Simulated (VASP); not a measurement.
# KHfS2 (P-6m2) in VASP: single point with PBE

Aim: the single point of KHfS2 with PBE.

All numbers are computed with VASP 6.6.1; they aren't measurements. Logs are shortened: lines on timing, memory, paths and dates and some standing lists are left out, and cuts for length are marked.

## Step 1: The cell of the first run

It takes space group P-6m2 (No. 187, hexagonal). The conventional cell has a = 3.644 Å, b = 3.644 Å, c = 7.669 Å, α = 90.00°, β = 90.00°, γ = 120.00°. K (site symmetry -6m2) has 6 S at 3.10 Å and 6 K at 3.64 Å within 4.1 Å. Hf (site symmetry -6m2) has 6 S at 2.61 Å within 3.4 Å. Within 3.4 Å of S (site symmetry 3m) lie 3 Hf at 2.61 Å and 1 S at 3.10 Å and 3 K at 3.10 Å.

## Step 2: Single point, PBE

File POSCAR:

```
KHfS2
1.0
    3.6442089092      0.0000000289      0.0000000000
   -1.8221044796      3.1559774776      0.0000000000
    0.0000000000      0.0000000000      7.6687698000
K Hf S
1 1 2
Direct
    0.0000000000      0.0000000000      0.5000000000
    0.6666666667      0.3333333333      0.0000000000
    0.3333333333      0.6666666667      0.2022440000
    0.3333333333      0.6666666667      0.7977560000
```

File INCAR.step1:

```
ALGO = Normal ; EDIFF = 1E-6
ENCUT = 520 ; GGA = PE
ISIF = 2 ; ISMEAR = 0
LASPH = T ; LCHARG = T
LMAXMIX = 4 ; LREAL = F
LWAVE = F ; NBANDS = 24
NELM = 100 ; PREC = Accurate
SIGMA = 0.1
```

File KPOINTS.step1:

```
k-points
0
Gamma
  12 12 6
```

File INCAR.step2:

```
ALGO = Normal ; EDIFF = 1E-6
ENCUT = 520 ; GGA = PE
ICHARG = 11 ; ISIF = 2
ISMEAR = -5 ; LASPH = T
LCHARG = F ; LMAXMIX = 4
LORBIT = 10 ; LREAL = F
LWAVE = F ; NBANDS = 24
NEDOS = 1001 ; NELM = 100
PREC = Accurate ; SIGMA = 0.1
```

File KPOINTS.step2:

```
k-points
0
Gamma
  18 18 9
```

Potentials or basis: VASP PAW PBE potentials, release 64 (K_sv, Hf_pv, S).

Command:

```console
$ cat potpaw_PBE.64/K_sv/POTCAR potpaw_PBE.64/Hf_pv/POTCAR potpaw_PBE.64/S/POTCAR > POTCAR
$ cp INCAR.step1 INCAR
$ cp KPOINTS.step1 KPOINTS
$ mpirun -np 1 vasp_std > vasp.out
$ cp INCAR.step2 INCAR
$ cp KPOINTS.step2 KPOINTS
$ mpirun -np 1 vasp_std > vasp.out
```

OUTCAR:

```text
EDIFF = 1E-6
   ENCUT = 520
   GGA = PE
   ICHARG = 11
   ISIF = 2
   ISMEAR = -5
   LASPH = T
   LORBIT = 10
   LREAL = F
   NELM = 100
   PREC = Accurate

 ion  position               nearest neighbor table
   1  0.000  0.000  0.500-   3 3.10   4 3.10   3 3.10   4 3.10   3 3.10   4 3.10
   2  0.667  0.333  0.000-   3 2.61   4 2.61   3 2.61   4 2.61   3 2.61   4 2.61
   3  0.333  0.667  0.202-   2 2.61   2 2.61   2 2.61   1 3.10   1 3.10   1 3.10
   4  0.333  0.667  0.798-   2 2.61   2 2.61   2 2.61   1 3.10   1 3.10   1 3.10

  LATTYP: Found a hexagonal cell.
 ALAT       =     3.6442089092
 C/A-ratio  =     2.1043716184

  Lattice vectors:

 A1 = (   3.6442089092,   0.0000000289,   0.0000000000)
 A2 = (  -1.8221044796,   3.1559774776,   0.0000000000)
 A3 = (   0.0000000000,   0.0000000000,   7.6687698000)

Analysis of symmetry for initial positions (statically):
=====================================================================
 Subroutine PRICEL returns:
 Original cell was already a primitive cell.

 Routine SETGRP: Setting up the symmetry group for a
 hexagonal supercell.

 Subroutine GETGRP returns: Found 12 space group operations
 (whereof 12 operations were pure point group operations)
 out of a pool of 24 trial point group operations.

The static configuration has the point symmetry D_3h.

Analysis of symmetry for dynamics (positions and initial velocities):
=====================================================================
 Subroutine PRICEL returns:
 Original cell was already a primitive cell.

 Routine SETGRP: Setting up the symmetry group for a
 hexagonal supercell.

 Subroutine GETGRP returns: Found 12 space group operations
 (whereof 12 operations were pure point group operations)
 out of a pool of 24 trial point group operations.

The dynamic configuration has the point symmetry D_3h.

 Subroutine INISYM returns: Found 12 space group operations
 (whereof 12 operations are pure point group operations),
 and found     1 'primitive' translations

----------------------------------------------------------------------------------------

                                     Primitive cell

  volume of cell :      88.1988

  direct lattice vectors                    reciprocal lattice vectors
     3.644208909  0.000000029  0.000000000     0.274407977  0.158429522  0.000000000
    -1.822104480  3.155977478  0.000000000    -0.000000003  0.316859041  0.000000000
     0.000000000  0.000000000  7.668769800     0.000000000  0.000000000  0.130399011

  length of vectors
     3.644208909  3.644208909  7.668769800     0.316859041  0.316859041  0.130399011

  position of ions in fractional coordinates (direct lattice)
     0.000000000  0.000000000  0.500000000
     0.666666667  0.333333333  0.000000000
     0.333333333  0.666666667  0.202244000
     0.333333333  0.666666667  0.797756000

  ion indices of the primitive-cell ions
   primitive index   ion index
                 1           1
                 2           2
                 3           3
                 4           4

----------------------------------------------------------------------------------------

 KPOINTS: k-points

Automatic generation of k-mesh.
 Grid dimensions read from file:
 generate k-points for:   18   18    9

 Generating k-lattice:

  Cartesian coordinates                     Fractional coordinates (reciprocal lattice)
     0.015244888  0.008801640  0.000000000     0.055555556  0.000000000  0.000000000
    -0.000000000  0.017603280  0.000000000     0.000000000  0.055555556  0.000000000
     0.000000000  0.000000000  0.014488779     0.000000000  0.000000000  0.111111111

  Length of vectors
     0.017603280  0.017603280  0.014488779

  Shift w.r.t. Gamma in fractional coordinates (k-lattice)
     0.000000000  0.000000000  0.000000000

 TETIRR: Found   2805 inequivalent tetrahedra from    17496

 Subroutine IBZKPT returns following result:
 ===========================================

 Found    185 irreducible k-points:

 Following reciprocal coordinates:
            Coordinates               Weight
  0.000000  0.000000  0.000000      1.000000
  0.055556  0.000000  0.000000      6.000000
  0.111111  0.000000  0.000000      6.000000
  0.166667  0.000000  0.000000      6.000000
  0.222222 -0.000000  0.000000      6.000000
  0.277778  0.000000  0.000000      6.000000
[... 16 lines left out ...]
  0.333333  0.111111  0.000000     12.000000
  0.388889  0.111111  0.000000     12.000000
 [... further k-points ...]
   k-points           NKPTS =    185   k-points in BZ     NKDIM =    185   number of bands    NBANDS=     24
   number of dos      NEDOS =   1001   number of ions     NIONS =      4
   total plane-waves  NPLWV =  47040
   dimension x,y,z NGX =    28 NGY =   28 NGZ =   60
   dimension x,y,z NGXF=    56 NGYF=   56 NGZF=  120
   ions per type =               1   1   2
   NGX,Y,Z   is equivalent  to a cutoff of  12.77, 12.77, 13.01 a.u.
   NGXF,Y,Z  is equivalent  to a cutoff of  25.55, 25.55, 26.01 a.u.
 SYSTEM =  unknown system
   PREC   = accura    normal or accurate (medium, high low for compatibility)
   ISTART =      0    job   : 0-new  1-cont  2-samecut
   ICHARG =     11    charge: 1-file 2-atom 10-const
   ISPIN  =      1    spin polarized calculation?
   LNONCOLLINEAR =      F non collinear calculations
   LSORBIT =      F    spin-orbit coupling
   LASPH  =      T    aspherical Exc in radial PAW
   ENCUT  =  520.0 eV  38.22 Ry    6.18 a.u.   6.78  6.78 14.26*2*pi/ulx,y,z
   NELM   =    100;   NELMIN=  2; NELMDL=  0     # of ELM steps
   EDIFF  = 0.1E-05   stopping-criterion for ELM
   LREAL  =      F    real-space projection
   EDIFFG = 0.1E-04   stopping-criterion for IOM
   NSW    =      0    number of steps for IOM
   IBRION =     -1    ionic relax: 0-MD 1-quasi-New 2-CG
   NFREE  =      0    steps in history (QN), initial steepest desc. (CG)
   ISIF   =      2    stress and relaxation
   ISYM   =      2    0-nonsym 1-usesym 2-fastsym
   POTIM  = 0.5000    time-step for ionic-motion
   TEBEG  =    0.0;   TEEND  =   0.0 temperature during run
   PSTRESS=    0.0 pullay stress
   NELECT =      31.0000    total number of electrons
   NUPDOWN=      -1.0000    fix difference up-down
   EMIN   =  10.00;   EMAX   =-10.00  energy-range for DOS
   EFERMI =   0.00;   METHOD = LEGACY
   ISMEAR =    -5;   SIGMA  =   0.10  broadening in eV -4-tet -1-fermi 0-gaus
   EFERMI_NEDOS =   21; number of points for ismear=-14 and -15
   IALGO  =     38    algorithm
   IMIX   =      4    mixing-type and parameters
     AMIX     =   0.40;   BMIX     =  1.00
     AMIX_MAG =   1.60;   BMIX_MAG =  1.00
  volume/ion in A,a.u.               =      22.05       148.80
  Fermi-wavevector in a.u.,A,eV,Ry     =   1.155335  2.183266 18.161029  1.334798
  Thomas-Fermi vector in A             =   2.291964
   LORBIT       =     10    0 simple, 1 ext, 2 COOP (PROOUT), +10 PAW based schemes
   GGA     = PE    functional components
   LHFCALC =     F    Hartree Fock is set to
   AEXX    =    0.0000 exact exchange contribution
   IVDW    =     0    specifies the selected vdW correction
   LEPSILON=     F    determine dielectric tensor
   LRPA    =     F    only Hartree local field effects (RPA)
 non-spin polarized calculation
 Fermi weights with tetrahedron method with Bloechl corrections
  energy-cutoff  :      520.00
  volume of cell :       88.20
 maximum number of plane-waves:      2396
 NGX is ok and might be reduce to    28

 number of electron      31.0000004 magnetization

 Free energy of the ion-electron system (eV)
  ---------------------------------------------------
  ext. energy  EPLUGINS =         0.00000000
  ---------------------------------------------------
  free energy    TOTEN  =       -24.97638879 eV

  energy without entropy =      -24.97638879  energy(sigma->0) =      -24.97638879

 E-fermi :   4.6533     XC(G=0):  -9.6943

 val. band max:        4.6538626729   @ k =   0.1667   0.1667   0.1111
 cond. band min:       4.6567510947   @ k =   0.2222   0.1111   0.3333
 fundamental gap:      0.0028884217
 Fermi energy:         4.6533374842

 k-point     1 :       0.0000    0.0000    0.0000
  band No.  band energies     occupation
      1     -26.7299      2.00000
      2     -26.6377      2.00000
      3     -26.6377      2.00000
      4     -26.5470      2.00000
      5     -10.3141      2.00000
      6      -9.8509      2.00000
[... 16 lines left out ...]
     23      10.1110      0.00000
     24      10.7899      0.00000

 k-point     2 :       0.0556    0.0000    0.0000
  band No.  band energies     occupation
      1     -26.7289      2.00000
      2     -26.6431      2.00000
      3     -26.6389      2.00000
      4     -26.5449      2.00000
      5     -10.3044      2.00000
      6      -9.8859      2.00000
[... 16 lines left out ...]
     23      10.2426      0.00000
     24      10.6990      0.00000

 k-point     3 :       0.1111    0.0000    0.0000
  band No.  band energies     occupation
      1     -26.7258      2.00000
      2     -26.6588      2.00000
      3     -26.6425      2.00000
      4     -26.5389      2.00000
      5     -10.2762      2.00000
      6      -9.9653      2.00000
[... 16 lines left out ...]
     23      10.3251      0.00000
     24      10.5278      0.00000
[... 514 lines left out ...]
 k-point    23 :       0.3333    0.1111    0.0000
  band No.  band energies     occupation
      1     -26.7902      2.00000
      2     -26.6978      2.00000
      3     -26.6850      2.00000
      4     -26.4834      2.00000
      5     -10.4293      2.00000
      6     -10.0080      2.00000
[... 16 lines left out ...]
     23       9.9521      0.00000
     24      10.6296      0.00000

 k-point    24 :       0.3889    0.1111    0.0000
  band No.  band energies     occupation
      1     -26.8031      2.00000
      2     -26.6949      2.00000
      3     -26.6895      2.00000
      4     -26.4777      2.00000
      5     -10.4697      2.00000
      6     -10.0228      2.00000
[... 16 lines left out ...]
     23       9.8306      0.00000
     24      10.9528      0.00000

 [... further k-points ...]

------------------------ aborting loop because EDIFF is reached ----------------------------------------

  FORCE on cell =-STRESS in cart. coord.  units (eV):
  Direction    XX          YY          ZZ          XY          YZ          ZX
  --------------------------------------------------------------------------------------
  -------------------------------------------------------------------------------------
  Total       -0.2108024     -0.2108024     -0.1604548     -0.0000000      0.0000000      0.0000000
  in kB       -3.8293337     -3.8293337     -2.9147437     -0.0000000      0.0000000      0.0000000
  external PRESSURE =      -3.5244703 kB  Pullay stress =       0.0000000 kB

 VOLUME and BASIS-vectors are now :
 -----------------------------------------------------------------------------
  energy-cutoff  :      520.00
  volume of cell :       88.20
      direct lattice vectors                 reciprocal lattice vectors
     3.644208909  0.000000029  0.000000000     0.274407977  0.158429522  0.000000000
    -1.822104480  3.155977478  0.000000000    -0.000000003  0.316859041  0.000000000
     0.000000000  0.000000000  7.668769800     0.000000000  0.000000000  0.130399011

 POSITION                                       TOTAL-FORCE (eV/Angst)
 -----------------------------------------------------------------------------------
      0.00000      0.00000      3.83438         0.000000     -0.000000      0.000000
      1.82210      1.05199      0.00000        -0.000000      0.000000      0.000000
     -0.00000      2.10398      1.55096         0.000000     -0.000000     -0.070053
     -0.00000      2.10398      6.11781         0.000000     -0.000000      0.070053
 -----------------------------------------------------------------------------------
    total drift:                               -0.000628      0.000362     -0.000000

  FREE ENERGIE OF THE ION-ELECTRON SYSTEM (eV)
  ---------------------------------------------------
  free  energy   TOTEN  =       -24.9763887866 eV

  energy  without entropy=      -24.9763887866  energy(sigma->0) =      -24.97638879

 total charge

# of ion       s       p       d       tot
------------------------------------------
    1        1.965   5.584   0.047   7.595
    2        0.268   6.408   1.518   8.195
    3        1.321   2.449   0.000   3.770
    4        1.321   2.449   0.000   3.770
--------------------------------------------------
tot          4.875  16.891   1.565  23.331
```

Wall time 2.8 min (1 thread of Intel Xeon 6975P-C (Granite Rapids), shared host); peak memory 0.48 GiB.

Results:

```
Valence electrons inside the program's atomic spheres : K 7.59; Hf 8.20; S 3.77
```

Levels at points of the mesh, in eV from the Fermi level:
| k point | band 13 | band 14 | band 15 | band 16 | band 17 | band 18 |
| --- | --- | --- | --- | --- | --- | --- |
| (0.00, 0.00, 0.00) | -2.32 | -2.32 | -2.14 | 0.49 | 1.98 | 2.45 |
| (0.50, 0.00, 0.00) | -3.50 | -2.64 | -2.45 | -0.49 | 2.99 | 3.05 |

Caveat: spin-orbit coupling is left out, which moves the levels of the heavy elements.
